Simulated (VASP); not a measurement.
# Rb (Pm-3n) in VASP: single point with revPBE

Aim: the single point of Rb with revPBE.

Program: VASP 6.6.1. These are calculated values, not measurements. Logs are shortened: lines on timing, memory, paths and dates and some standing lists are left out, and cuts for length are marked.

**1. The cell of the first run**

The structure is cubic, space group Pm-3n (No. 223). The conventional cell has a = 9.301 Å, b = 9.301 Å, c = 9.301 Å, α = 90.00°, β = 90.00°, γ = 90.00°.

**2. Single point, revPBE**

File INCAR:

```
SYSTEM = Rb
PREC = Accurate ; ENCUT = 520
EDIFF = 1E-7 ; ISMEAR = -1
SIGMA = 0.1 ; LREAL = .False.
LASPH = .True. ; NELM = 100
ALGO = Normal ; ISIF = 2
LWAVE = .False. ; LCHARG = .False.
GGA = RE ; NBANDS = 46
```

File KPOINTS:

```
Automatic mesh
0
Gamma
  4 4 4
  0 0 0
```

File POSCAR:

```
Rb
1.0
    9.3013661318      0.0000000000      0.0000000000
    0.0000000000      9.3013661318      0.0000000000
    0.0000000000      0.0000000000      9.3013661318
Rb
8
Direct
    0.0000000000      0.0000000000      1.0000000000
    0.5000000000      0.5000000000      0.5000000000
    0.2500000000      0.0000000000      0.5000000000
    0.7500000000      1.0000000000      0.5000000000
    0.5000000000      0.2500000000      0.0000000000
    0.5000000000      0.7500000000      1.0000000000
    1.0000000000      0.5000000000      0.2500000000
    1.0000000000      0.5000000000      0.7500000000
```

Potentials or basis: VASP PAW PBE potentials, release 64 (Rb_sv).

Launch:

```
> cat potpaw_PBE.64/Rb_sv/POTCAR > POTCAR
> mpirun -np 1 vasp_std > vasp.out
```

OUTCAR:

```text
SYSTEM = Rb
   PREC = Accurate
   ENCUT = 520
   EDIFF = 1E-7
   ISMEAR = -1
   LREAL = .False.
   LASPH = .True.
   NELM = 100
   ISIF = 2
   GGA = RE

 ion  position               nearest neighbor table
   1  0.000  0.000  0.000-   3 5.20   4 5.20   5 5.20   6 5.20   7 5.20   8 5.20   3 5.20   4 5.20
                             7 5.20   8 5.20   5 5.20   6 5.20
   2  0.500  0.500  0.500-   3 5.20   4 5.20   5 5.20   6 5.20   7 5.20   8 5.20   5 5.20   6 5.20
                             3 5.20   4 5.20   7 5.20   8 5.20
   3  0.250  0.000  0.500-   4 4.65   4 4.65   1 5.20   1 5.20   2 5.20   2 5.20   8 5.70   5 5.70
                             5 5.70   6 5.70   6 5.70   7 5.70   8 5.70   7 5.70
   4  0.750  0.000  0.500-   3 4.65   3 4.65   1 5.20   1 5.20   2 5.20   2 5.20   8 5.70   5 5.70
                             5 5.70   6 5.70   6 5.70   7 5.70   8 5.70   7 5.70
   5  0.500  0.250  0.000-   6 4.65   6 4.65   1 5.20   2 5.20   2 5.20   1 5.20   8 5.70   4 5.70
                             3 5.70   4 5.70   3 5.70   7 5.70   7 5.70   8 5.70
   6  0.500  0.750  0.000-   5 4.65   5 4.65   1 5.20   2 5.20   2 5.20   1 5.20   8 5.70   4 5.70
                             3 5.70   4 5.70   3 5.70   7 5.70   7 5.70   8 5.70
   7  0.000  0.500  0.250-   8 4.65   8 4.65   1 5.20   2 5.20   1 5.20   2 5.20   3 5.70   4 5.70
                             5 5.70   3 5.70   4 5.70   6 5.70   5 5.70   6 5.70
   8  0.000  0.500  0.750-   7 4.65   7 4.65   1 5.20   2 5.20   1 5.20   2 5.20   3 5.70   4 5.70
                             5 5.70   3 5.70   4 5.70   6 5.70   5 5.70   6 5.70

  LATTYP: Found a simple cubic cell.
 ALAT       =     9.3013661318

  Lattice vectors:

 A1 = (   9.3013661318,   0.0000000000,   0.0000000000)
 A2 = (   0.0000000000,   9.3013661318,   0.0000000000)
 A3 = (   0.0000000000,   0.0000000000,   9.3013661318)

Analysis of symmetry for initial positions (statically):
=====================================================================
 Subroutine PRICEL returns:
 Original cell was already a primitive cell.

 Routine SETGRP: Setting up the symmetry group for a
 simple cubic supercell.

 Subroutine GETGRP returns: Found 48 space group operations
 (whereof 24 operations were pure point group operations)
 out of a pool of 48 trial point group operations.

The static configuration has the point symmetry T_h .
 The point group associated with its full space group is O_h .

Analysis of symmetry for dynamics (positions and initial velocities):
=====================================================================
 Subroutine PRICEL returns:
 Original cell was already a primitive cell.

 Routine SETGRP: Setting up the symmetry group for a
 simple cubic supercell.

 Subroutine GETGRP returns: Found 48 space group operations
 (whereof 24 operations were pure point group operations)
 out of a pool of 48 trial point group operations.

The dynamic configuration has the point symmetry T_h .
 The point group associated with its full space group is O_h .

 Subroutine INISYM returns: Found 48 space group operations
 (whereof 24 operations are pure point group operations),
 and found     1 'primitive' translations

----------------------------------------------------------------------------------------

                                     Primitive cell

  volume of cell :     804.7115

  direct lattice vectors                    reciprocal lattice vectors
     9.301366132  0.000000000  0.000000000     0.107511089  0.000000000  0.000000000
     0.000000000  9.301366132  0.000000000     0.000000000  0.107511089  0.000000000
     0.000000000  0.000000000  9.301366132     0.000000000  0.000000000  0.107511089

  length of vectors
     9.301366132  9.301366132  9.301366132     0.107511089  0.107511089  0.107511089

  position of ions in fractional coordinates (direct lattice)
     0.000000000  0.000000000  0.000000000
     0.500000000  0.500000000  0.500000000
     0.250000000  0.000000000  0.500000000
     0.750000000  0.000000000  0.500000000
     0.500000000  0.250000000  0.000000000
     0.500000000  0.750000000  0.000000000
     0.000000000  0.500000000  0.250000000
     0.000000000  0.500000000  0.750000000

  ion indices of the primitive-cell ions
   primitive index   ion index
                 1           1
                 2           2
                 3           3
                 4           4
                 5           5
                 6           6
                 7           7
                 8           8

----------------------------------------------------------------------------------------

 KPOINTS: Automatic mesh

Automatic generation of k-mesh.
 Grid dimensions read from file:
 generate k-points for:    4    4    4

 Generating k-lattice:

  Cartesian coordinates                     Fractional coordinates (reciprocal lattice)
     0.026877772  0.000000000  0.000000000     0.250000000  0.000000000  0.000000000
     0.000000000  0.026877772  0.000000000     0.000000000  0.250000000  0.000000000
     0.000000000  0.000000000  0.026877772     0.000000000  0.000000000  0.250000000

  Length of vectors
     0.026877772  0.026877772  0.026877772

  Shift w.r.t. Gamma in fractional coordinates (k-lattice)
     0.000000000  0.000000000  0.000000000

 Subroutine IBZKPT returns following result:
 ===========================================

 Found     10 irreducible k-points:

 Following reciprocal coordinates:
            Coordinates               Weight
  0.000000  0.000000  0.000000      1.000000
  0.250000  0.000000  0.000000      6.000000
  0.500000  0.000000  0.000000      3.000000
  0.250000  0.250000  0.000000     12.000000
  0.500000  0.250000  0.000000     12.000000
  0.500000  0.500000  0.000000      3.000000
  0.250000  0.250000  0.250000      8.000000
  0.500000  0.250000  0.250000     12.000000
  0.500000  0.500000  0.250000      6.000000
  0.500000  0.500000  0.500000      1.000000
   k-points           NKPTS =     10   k-points in BZ     NKDIM =     10   number of bands    NBANDS=     46
   number of dos      NEDOS =    301   number of ions     NIONS =      8
   total plane-waves  NPLWV = 343000
   dimension x,y,z NGX =    70 NGY =   70 NGZ =   70
   dimension x,y,z NGXF=   140 NGYF=  140 NGZF=  140
   ions per type =               8
   NGX,Y,Z   is equivalent  to a cutoff of  12.51, 12.51, 12.51 a.u.
   NGXF,Y,Z  is equivalent  to a cutoff of  25.02, 25.02, 25.02 a.u.
 SYSTEM =  Rb
   PREC   = accura    normal or accurate (medium, high low for compatibility)
   ISTART =      0    job   : 0-new  1-cont  2-samecut
   ICHARG =      2    charge: 1-file 2-atom 10-const
   ISPIN  =      1    spin polarized calculation?
   LNONCOLLINEAR =      F non collinear calculations
   LSORBIT =      F    spin-orbit coupling
   LASPH  =      T    aspherical Exc in radial PAW
   ENCUT  =  520.0 eV  38.22 Ry    6.18 a.u.  17.29 17.29 17.29*2*pi/ulx,y,z
   NELM   =    100;   NELMIN=  2; NELMDL= -5     # of ELM steps
   EDIFF  = 0.1E-06   stopping-criterion for ELM
   LREAL  =      F    real-space projection
   EDIFFG = 0.1E-05   stopping-criterion for IOM
   NSW    =      0    number of steps for IOM
   IBRION =     -1    ionic relax: 0-MD 1-quasi-New 2-CG
   NFREE  =      0    steps in history (QN), initial steepest desc. (CG)
   ISIF   =      2    stress and relaxation
   ISYM   =      2    0-nonsym 1-usesym 2-fastsym
   POTIM  = 0.5000    time-step for ionic-motion
   TEBEG  =    0.0;   TEEND  =   0.0 temperature during run
   PSTRESS=    0.0 pullay stress
   NELECT =      72.0000    total number of electrons
   NUPDOWN=      -1.0000    fix difference up-down
   EMIN   =  10.00;   EMAX   =-10.00  energy-range for DOS
   EFERMI =   0.00;   METHOD = LEGACY
   ISMEAR =    -1;   SIGMA  =   0.10  broadening in eV -4-tet -1-fermi 0-gaus
   EFERMI_NEDOS =   21; number of points for ismear=-14 and -15
   IALGO  =     38    algorithm
   IMIX   =      4    mixing-type and parameters
     AMIX     =   0.40;   BMIX     =  1.00
     AMIX_MAG =   1.60;   BMIX_MAG =  1.00
  volume/ion in A,a.u.               =     100.59       678.81
  Fermi-wavevector in a.u.,A,eV,Ry     =   0.732216  1.383687  7.294621  0.536140
  Thomas-Fermi vector in A             =   1.824624
   LORBIT       =      0    0 simple, 1 ext, 2 COOP (PROOUT), +10 PAW based schemes
   GGA     = RE    functional components
   LHFCALC =     F    Hartree Fock is set to
   AEXX    =    0.0000 exact exchange contribution
   IVDW    =     0    specifies the selected vdW correction
   LEPSILON=     F    determine dielectric tensor
   LRPA    =     F    only Hartree local field effects (RPA)
 non-spin polarized calculation
  energy-cutoff  :      520.00
  volume of cell :      804.71
 maximum number of plane-waves:     21823
 NGX is ok and might be reduce to    70
   NGX = 35   NGY = 35   NGZ = 35

 number of electron      72.0000003 magnetization

 Free energy of the ion-electron system (eV)
  ---------------------------------------------------
  ext. energy  EPLUGINS =         0.00000000
  ---------------------------------------------------
  free energy    TOTEN  =        -6.72270526 eV

  energy without entropy =       -6.49490285  energy(sigma->0) =       -6.60880406

 E-fermi :  -0.0854     XC(G=0):  -5.1178

 val. band max:       -0.1238962772   @ k =   0.0000   0.0000   0.0000
 cond. band min:      -0.0220013702   @ k =   0.2500   0.0000   0.0000
 fundamental gap:      0.1018949069
 Fermi energy:        -0.0853679199

 k-point     1 :       0.0000    0.0000    0.0000
  band No.  band energies     occupation
      1     -29.1094      2.00000
      2     -29.1086      2.00000
      3     -29.1086      2.00000
      4     -29.1049      2.00000
      5     -29.1049      2.00000
      6     -29.1049      2.00000
[... 38 lines left out ...]
     45       1.3261      0.00000
     46       1.3271      0.00000
[... 400 lines left out ...]
      6     -29.1069      2.00000
[... 38 lines left out ...]
     45       2.0111      0.00000
     46       2.0113      0.00000

------------------------ aborting loop because EDIFF is reached ----------------------------------------

  FORCE on cell =-STRESS in cart. coord.  units (eV):
  Direction    XX          YY          ZZ          XY          YZ          ZX
  --------------------------------------------------------------------------------------
  -------------------------------------------------------------------------------------
  Total       -0.0006724     -0.0006724     -0.0006724      0.0000000     -0.0000000     -0.0000000
  in kB       -0.0013388     -0.0013388     -0.0013388      0.0000000     -0.0000000     -0.0000000
  external PRESSURE =      -0.0013388 kB  Pullay stress =       0.0000000 kB

 VOLUME and BASIS-vectors are now :
 -----------------------------------------------------------------------------
  energy-cutoff  :      520.00
  volume of cell :      804.71
      direct lattice vectors                 reciprocal lattice vectors
     9.301366132  0.000000000  0.000000000     0.107511089  0.000000000  0.000000000
     0.000000000  9.301366132  0.000000000     0.000000000  0.107511089  0.000000000
     0.000000000  0.000000000  9.301366132     0.000000000  0.000000000  0.107511089

 POSITION                                       TOTAL-FORCE (eV/Angst)
 -----------------------------------------------------------------------------------
      0.00000      0.00000      0.00000         0.000000     -0.000000      0.000000
      4.65068      4.65068      4.65068         0.000000     -0.000000      0.000000
      2.32534      0.00000      4.65068        -0.000000      0.000000     -0.000000
      6.97602      0.00000      4.65068         0.000000     -0.000000      0.000000
      4.65068      2.32534      0.00000         0.000000      0.000000      0.000000
      4.65068      6.97602      0.00000        -0.000000     -0.000000     -0.000000
      0.00000      4.65068      2.32534        -0.000000     -0.000000      0.000000
      0.00000      4.65068      6.97602        -0.000000      0.000000      0.000000
 -----------------------------------------------------------------------------------
    total drift:                                0.000000      0.000000      0.000000

  FREE ENERGIE OF THE ION-ELECTRON SYSTEM (eV)
  ---------------------------------------------------
  free  energy   TOTEN  =        -6.7227052640 eV

  energy  without entropy=       -6.4949028513  energy(sigma->0) =       -6.60880406
```

Run time: 5.1 min. Hardware: 1 thread of Intel Xeon Platinum 8559C (Emerald Rapids), shared host; peak memory 0.76 GiB.

Results:

```
Free energy            : -6.7227 eV
Pressure               : 0.0 GPa
Band gap on the k mesh : zero (bands 36 and 37 overlap by 0.67 eV)
```

Caveat: the PAW data sets were made with another functional, which shifts forces and pressure a little.

The gap in the log of VASP goes by the Fermi energy; the results here count the filled bands.